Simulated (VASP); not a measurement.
# Cs2Ga (P6/mmm) in VASP: relaxation of cell and atoms with PBE

Aim: the relaxation of cell and atoms of Cs2Ga with PBE.

All numbers are computed with VASP 6.6.1; they aren't measurements. Logs are shortened: lines on timing, memory, paths and dates and some standing lists are left out, and cuts for length are marked.

## Step 1: The cell of the first run

Symmetry: P6/mmm, No. 191, hexagonal system. The conventional cell has a = 6.716 Å, b = 6.716 Å, c = 3.956 Å, α = 90.00°, β = 90.00°, γ = 120.00°. Cs (site symmetry -6m2) has 5 Cs at 3.88 to 3.96 Å and 6 Ga at 4.35 Å within 5.1 Å. Ga (site symmetry 6/mmm) has 2 Ga at 3.96 Å and 12 Cs at 4.35 Å within 5.2 Å.

## Step 2: Relaxation of cell and atoms, PBE

Input file INCAR:

```
  PREC = Accurate
  ENCUT = 500
  EDIFF = 1E-7
  ISMEAR = 0
  SIGMA = 0.1
  LREAL = F
  LASPH = T
  NELM = 120
  ALGO = Normal
  ISIF = 3
  LWAVE = F
  LCHARG = F
  GGA = PE
  IBRION = 2
  NSW = 100
  EDIFFG = -0.01
  GGA_COMPAT = F
  NELMIN = 4
```

Input file KPOINTS:

```
Automatic mesh
0
Gamma
  12 12 12
```

Input file POSCAR:

```
Cs2Ga
1.0
    6.7164897634      0.0000000000      0.0000000000
   -3.3582448817      5.8166507593      0.0000000000
    0.0000000000      0.0000000000      3.9557230876
Cs Ga
2 1
Direct
    0.3333333333      0.6666666667      0.5000000000
    0.6666666667      0.3333333333      0.5000000000
    0.0000000000      0.0000000000      0.0000000000
```

Potentials or basis: VASP PAW PBE potentials, release 64 (Cs_sv, Ga_d).

The run is started by

```bash
cat potpaw_PBE.64/Cs_sv/POTCAR potpaw_PBE.64/Ga_d/POTCAR > POTCAR
mpirun -np 1 vasp_std > vasp.out
```

OUTCAR:

```text
PREC = Accurate
   ENCUT = 500
   EDIFF = 1E-7
   ISMEAR = 0
   LREAL = F
   LASPH = T
   NELM = 120
   ISIF = 3
   GGA = PE
   IBRION = 2
   NSW = 100
   EDIFFG = -0.01
   NELMIN = 4

 ion  position               nearest neighbor table
   1  0.333  0.667  0.500-
   2  0.667  0.333  0.500-
   3  0.000  0.000  0.000-

  LATTYP: Found a hexagonal cell.
 ALAT       =     6.7164897634
 C/A-ratio  =     0.5889569145

  Lattice vectors:

 A1 = (   6.7164897634,   0.0000000000,   0.0000000000)
 A2 = (  -3.3582448817,   5.8166507593,   0.0000000000)
 A3 = (   0.0000000000,   0.0000000000,   3.9557230876)

Analysis of symmetry for initial positions (statically):
=====================================================================
 Subroutine PRICEL returns:
 Original cell was already a primitive cell.

 Routine SETGRP: Setting up the symmetry group for a
 hexagonal supercell.

 Subroutine GETGRP returns: Found 24 space group operations
 (whereof 24 operations were pure point group operations)
 out of a pool of 24 trial point group operations.

The static configuration has the point symmetry D_6h.

Analysis of symmetry for dynamics (positions and initial velocities):
=====================================================================
 Subroutine PRICEL returns:
 Original cell was already a primitive cell.

 Routine SETGRP: Setting up the symmetry group for a
 hexagonal supercell.

 Subroutine GETGRP returns: Found 24 space group operations
 (whereof 24 operations were pure point group operations)
 out of a pool of 24 trial point group operations.

The dynamic configuration has the point symmetry D_6h.

 Subroutine INISYM returns: Found 24 space group operations
 (whereof 24 operations are pure point group operations),
 and found     1 'primitive' translations

----------------------------------------------------------------------------------------

                                     Primitive cell

  volume of cell :     154.5401

  direct lattice vectors                    reciprocal lattice vectors
     6.716489763  0.000000000  0.000000000     0.148887296  0.085960120  0.000000000
    -3.358244882  5.816650759  0.000000000     0.000000000  0.171920241  0.000000000
     0.000000000  0.000000000  3.955723088     0.000000000  0.000000000  0.252798282

  length of vectors
     6.716489763  6.716489763  3.955723088     0.171920241  0.171920241  0.252798282

  position of ions in fractional coordinates (direct lattice)
     0.333333333  0.666666667  0.500000000
     0.666666667  0.333333333  0.500000000
     0.000000000  0.000000000  0.000000000

  ion indices of the primitive-cell ions
   primitive index   ion index
                 1           1
                 2           2
                 3           3

----------------------------------------------------------------------------------------

 KPOINTS: Automatic mesh

Automatic generation of k-mesh.
 Grid dimensions read from file:
 generate k-points for:   12   12   12

 Generating k-lattice:

  Cartesian coordinates                     Fractional coordinates (reciprocal lattice)
     0.012407275  0.007163343  0.000000000     0.083333333 -0.000000000  0.000000000
     0.000000000  0.014326687  0.000000000     0.000000000  0.083333333  0.000000000
     0.000000000  0.000000000  0.021066523     0.000000000  0.000000000  0.083333333

  Length of vectors
     0.014326687  0.014326687  0.021066523

  Shift w.r.t. Gamma in fractional coordinates (k-lattice)
     0.000000000  0.000000000  0.000000000

 Subroutine IBZKPT returns following result:
 ===========================================

 Found    133 irreducible k-points:

 Following reciprocal coordinates:
            Coordinates               Weight
  0.000000  0.000000  0.000000      1.000000
  0.083333 -0.000000  0.000000      6.000000
  0.166667 -0.000000  0.000000      6.000000
  0.250000 -0.000000  0.000000      6.000000
  0.333333 -0.000000  0.000000      6.000000
  0.416667 -0.000000  0.000000      6.000000
[... 16 lines left out ...]
  0.250000 -0.000000  0.083333     12.000000
  0.333333 -0.000000  0.083333     12.000000
 [... further k-points ...]
   k-points           NKPTS =    133   k-points in BZ     NKDIM =    133   number of bands    NBANDS=     19
   number of dos      NEDOS =    301   number of ions     NIONS =      3
   total plane-waves  NPLWV =  75000
   dimension x,y,z NGX =    50 NGY =   50 NGZ =   30
   dimension x,y,z NGXF=   100 NGYF=  100 NGZF=   60
   ions per type =               2   1
   NGX,Y,Z   is equivalent  to a cutoff of  12.38, 12.38, 12.61 a.u.
   NGXF,Y,Z  is equivalent  to a cutoff of  24.75, 24.75, 25.22 a.u.
 SYSTEM =  unknown system
   PREC   = accura    normal or accurate (medium, high low for compatibility)
   ISTART =      0    job   : 0-new  1-cont  2-samecut
   ICHARG =      2    charge: 1-file 2-atom 10-const
   ISPIN  =      1    spin polarized calculation?
   LNONCOLLINEAR =      F non collinear calculations
   LSORBIT =      F    spin-orbit coupling
   LASPH  =      T    aspherical Exc in radial PAW
   ENCUT  =  500.0 eV  36.75 Ry    6.06 a.u.  12.25 12.25  7.21*2*pi/ulx,y,z
   NELM   =    120;   NELMIN=  4; NELMDL= -5     # of ELM steps
   EDIFF  = 0.1E-06   stopping-criterion for ELM
   LREAL  =      F    real-space projection
   EDIFFG = -.1E-01   stopping-criterion for IOM
   NSW    =    100    number of steps for IOM
   IBRION =      2    ionic relax: 0-MD 1-quasi-New 2-CG
   NFREE  =      1    steps in history (QN), initial steepest desc. (CG)
   ISIF   =      3    stress and relaxation
   ISYM   =      2    0-nonsym 1-usesym 2-fastsym
   POTIM  = 0.5000    time-step for ionic-motion
   TEBEG  =    0.0;   TEEND  =   0.0 temperature during run
   PSTRESS=    0.0 pullay stress
   NELECT =      31.0000    total number of electrons
   NUPDOWN=      -1.0000    fix difference up-down
   EMIN   =  10.00;   EMAX   =-10.00  energy-range for DOS
   EFERMI =   0.00;   METHOD = LEGACY
   ISMEAR =     0;   SIGMA  =   0.10  broadening in eV -4-tet -1-fermi 0-gaus
   EFERMI_NEDOS =   21; number of points for ismear=-14 and -15
   IALGO  =     38    algorithm
   IMIX   =      4    mixing-type and parameters
     AMIX     =   0.40;   BMIX     =  1.00
     AMIX_MAG =   1.60;   BMIX_MAG =  1.00
  volume/ion in A,a.u.               =      51.51       347.63
  Fermi-wavevector in a.u.,A,eV,Ry     =   0.958330  1.810981 12.495536  0.918396
  Thomas-Fermi vector in A             =   2.087427
   LORBIT       =      0    0 simple, 1 ext, 2 COOP (PROOUT), +10 PAW based schemes
   GGA     = PE    functional components
   LHFCALC =     F    Hartree Fock is set to
   AEXX    =    0.0000 exact exchange contribution
   IVDW    =     0    specifies the selected vdW correction
   LEPSILON=     F    determine dielectric tensor
   LRPA    =     F    only Hartree local field effects (RPA)
 conjugate gradient relaxation of ions
 non-spin polarized calculation
 Gauss-broadening in eV      SIGMA  =   0.10
  energy-cutoff  :      500.00
  volume of cell :      154.54
 maximum number of plane-waves:      3950
 NGX is ok and might be reduce to    50
   NGX = 25   NGY = 25   NGZ = 15

--------------------------------------- Ionic step        1  -------------------------------------------

 number of electron      30.9999977 magnetization

 Free energy of the ion-electron system (eV)
  ---------------------------------------------------
  ext. energy  EPLUGINS =         0.00000000
  ---------------------------------------------------
  free energy    TOTEN  =        -3.57382697 eV

  energy without entropy =       -3.53356684  energy(sigma->0) =       -3.55369691

------------------------ aborting loop because EDIFF is reached ----------------------------------------

  FORCE on cell =-STRESS in cart. coord.  units (eV):
  Direction    XX          YY          ZZ          XY          YZ          ZX
  --------------------------------------------------------------------------------------
  -------------------------------------------------------------------------------------
  Total       -0.0693070     -0.0693070      0.4184855      0.0000000     -0.0000000      0.0000000
  in kB       -0.7185329     -0.7185329      4.3386015      0.0000000     -0.0000000      0.0000000
  external PRESSURE =       0.9671786 kB  Pullay stress =       0.0000000 kB
[... 133 lines left out ...]
  energy  without entropy=       -3.5423469028  energy(sigma->0) =       -3.56237843

--------------------------------------- Ionic step        5  -------------------------------------------

 number of electron      30.9999990 magnetization

 Free energy of the ion-electron system (eV)
  ---------------------------------------------------
  ext. energy  EPLUGINS =         0.00000000
  ---------------------------------------------------
  free energy    TOTEN  =        -3.58386175 eV

  energy without entropy =       -3.54278664  energy(sigma->0) =       -3.56332420

 E-fermi :   1.9105     XC(G=0):  -7.4295

 val. band max:        1.9088303809   @ k =   0.2500   0.2500   0.3333
 cond. band min:       1.9131167955   @ k =   0.1667   0.1667   0.5000
 fundamental gap:      0.0042864146
 Fermi energy:         1.9104911747

 k-point     1 :       0.0000    0.0000    0.0000
  band No.  band energies     occupation
      1     -21.6919      2.00000
      2     -21.4809      2.00000
      3     -12.9205      2.00000
      4     -12.9106      2.00000
      5     -12.9106      2.00000
      6     -12.8996      2.00000
[... 11 lines left out ...]
     18       3.9392      0.00000
     19       4.0985      0.00000
[... 489 lines left out ...]
      3     -12.9197      2.00000
      4     -12.9109      2.00000
      5     -12.9109      2.00000
      6     -12.8994      2.00000
[... 11 lines left out ...]
     18       3.5928      0.00000
     19       4.2651      0.00000

 [... further k-points ...]

------------------------ aborting loop because EDIFF is reached ----------------------------------------

  FORCE on cell =-STRESS in cart. coord.  units (eV):
  Direction    XX          YY          ZZ          XY          YZ          ZX
  --------------------------------------------------------------------------------------
  -------------------------------------------------------------------------------------
  Total        0.0025081      0.0025081     -0.0027826     -0.0000000      0.0000000      0.0000000
  in kB        0.0252035      0.0252035     -0.0279614     -0.0000000      0.0000000      0.0000000
  external PRESSURE =       0.0074819 kB  Pullay stress =       0.0000000 kB
[... 18 lines left out ...]
  FREE ENERGIE OF THE ION-ELECTRON SYSTEM (eV)
  ---------------------------------------------------
  free  energy   TOTEN  =        -3.5838617531 eV

  energy  without entropy=       -3.5427866450  energy(sigma->0) =       -3.56332420

 reached required accuracy - stopping structural energy minimisation
```

It took 18 min on 1 thread of Oxide Virtual Turin-like, shared host; peak memory 0.51 GiB.

What came out:

* Free energy: -3.5839 eV
* Relaxed volume: 53.15 Å³/atom
* Relaxed cell: a = 6.663 Å, b = 6.663 Å, c = 4.148 Å, α = 90.00°, β = 90.00°, γ = 120.00°
* Space group after relaxing (to 0.1 Å): P6/mmm (No. 191)
* Energy gained by relaxing: 3.3 meV/atom
* Ionic steps: 5
* Pressure after relaxing: 0.0 GPa
* Band gap on the k mesh: zero (an odd number of electrons rules out a gap without spin polarisation)

Step by step:
| step | energy change (eV) | largest force (eV/Å) | pressure (GPa) | volume (Å³) |
| --- | --- | --- | --- | --- |
| 1 | 0.0000 | 0.0000 | 0.10 | 154.54 |
| 2 | -0.0027 | 0.0000 | 0.09 | 155.23 |
| 3 | -0.0082 | 0.0000 | 0.04 | 157.29 |
| 4 | -0.0086 | 0.0000 | -0.03 | 161.28 |
| 5 | -0.0100 | 0.0000 | 0.00 | 159.44 |

Final structure:
```xyz
3
Lattice="6.6625 0.0000 0.0000 -3.3313 5.7699 0.0000 0.0000 0.0000 4.1476" Properties=species:S:1:pos:R:3 pbc="T T T"
Cs    0.0000    3.8466    2.0738
Cs    3.3313    1.9233    2.0738
Ga    0.0000    0.0000    0.0000
```

Caveat: spin-orbit coupling is left out, which moves the levels of the heavy elements.
